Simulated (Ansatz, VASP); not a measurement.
## Ba: VASP beside Ansatz

```
CELL_PARAMETERS angstrom
-2.37570 2.37570 2.37570
2.37570 -2.37570 2.37570
2.37570 2.37570 -2.37570
ATOMIC_POSITIONS crystal
Ba 0.00000 0.00000 0.00000
```

Alike in both runs: task relaxation of cell and atoms; functional LDA; k mesh 12 × 12 × 12; occupations gaussian, width 0.1 eV; no spin polarisation.

|  | VASP | Ansatz |
| --- | --- | --- |
| version | VASP 6.6.1 | Ansatz 0.2.0 |
| potentials or method | VASP PAW LDA potentials, release 64 (Ba_sv), cutoff 600 eV | scalar-relativistic, plane waves, PAW |
| valence electrons in the cell | 10 | 10 |

VASP gave:

- gap on the k mesh at the Fermi level, each at its own relaxed structure (eV): none
- relaxed volume (Å³/atom): 54.08
- relaxed length of the cell vector where the two differ most in proportion (Å): 4.126

Q: Estimate Ansatz's values.

A: gap on the k mesh at the Fermi level, each at its own relaxed structure (eV): none; relaxed volume (Å³/atom): 53.63; relaxed length of the cell vector where the two differ most in proportion (Å): 4.115.

Ansatz warns that its potentials were made for another functional, while VASP's fit it. LDA's correlation is that of Perdew and Zunger in VASP and of Perdew and Wang (1992) in Ansatz. A gap of «none» marks a metal or a gap that the smearing closes.

Spin-orbit coupling is off throughout.
